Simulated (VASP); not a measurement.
Crystal: Ge.

```
Ge
1.0
    -2.49590    2.65086    1.43695
     2.49590   -2.65086    1.43695
     2.49590    2.65086   -1.43695
Ge
2
Direct
  0.31406 0.06406 0.25000
  0.68594 0.93594 0.75000
```

Base run:

```yaml
Program: VASP 6.6.1
Functional: PBEsol
Potentials_or_basis: VASP PAW PBE potentials, release 64 (Ge_d)
Cutoff: 520 eV
k_mesh: 8 × 8 × 8
Occupations: fermi-dirac, width 0.05 eV
Spin: no spin polarisation
```

Its results: band gap on the k mesh zero (bands 14 and 15 overlap by 5.17 eV); pressure -2.7 GPa; largest force 0.021 eV/Å.

Task: The run is repeated on the same cell with these changes: functional from PBEsol to r2SCAN. What comes out?

Result: Band gap on the k mesh zero (bands 14 and 15 overlap by 5.42 eV); pressure -1.7 GPa; largest force 0.045 eV/Å.

Caveats: the PAW data sets were made with another functional, which shifts forces and pressure a little.
